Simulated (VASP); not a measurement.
Set up this calculation in VASP 6.6.1, as the native input.

* Task: single point
* Functional: PBE
* Potentials or basis: VASP PAW PBE potentials, release 64 (Zr_sv, Sc_sv, O)
* Cutoff: 600 eV
* k mesh: 12 × 6 × 6
* Occupations: gaussian, width 0.1 eV
* Spin: no spin polarisation
* Dipole correction: no
* Further INCAR settings: ALGO = Normal; EDIFF = 1e-06; NBANDS = 42

The structure of Zr4ScO lies in POSCAR:

```
Zr4ScO
1.0
    3.0787015076      0.0000000000      0.0000000000
    0.0000000000      5.8371858824      0.0000000000
    0.0000000000      0.0000000000      7.7463964989
Zr Sc O
4 1 1
Direct
    0.5000000000      0.0000000000      0.6798634172
    0.5000000000      0.5000000000      0.3029635024
    0.5000000000      0.5000000000      0.6970364976
    0.5000000000      0.0000000000      0.3201365828
    0.0000000000      0.0000000000      0.0000000000
    0.0000000000      0.5000000000      0.5000000000
```

The cell was generated, and may not be a known phase.

The input as run:

INCAR

```
  PREC = Accurate
  ENCUT = 600
  EDIFF = 1E-6
  ISMEAR = 0
  SIGMA = 0.1
  LREAL = F
  LASPH = T
  NELM = 120
  ALGO = Normal
  ISIF = 2
  LWAVE = F
  LCHARG = T
  GGA = PE
  LELF = T
  LVHAR = T
  NBANDS = 42
  GGA_COMPAT = F
```

KPOINTS

```
regular mesh
0
Gamma
  12 6 6
```

Potentials or basis: VASP PAW PBE potentials, release 64 (Zr_sv, Sc_sv, O).

The run is started by

```sh
$ cat potpaw_PBE.64/Zr_sv/POTCAR potpaw_PBE.64/Sc_sv/POTCAR potpaw_PBE.64/O/POTCAR > POTCAR
$ mpirun -np 1 vasp_std > vasp.out
```

It gave:

```json
{"Pressure": "0.0 GPa", "Largest force": "0.027 eV/Å", "Band gap on the k mesh": "zero (an odd number of electrons rules out a gap without spin polarisation)"}
```

Caveat: an odd number of electrons without spin polarisation forces a metal; a magnetic or distorted state may lie lower.

Wall time 16 min on 1 thread of Intel(R) Xeon(R) Platinum 8488C (Sapphire Rapids) (shared host), peak memory 0.76 GiB.
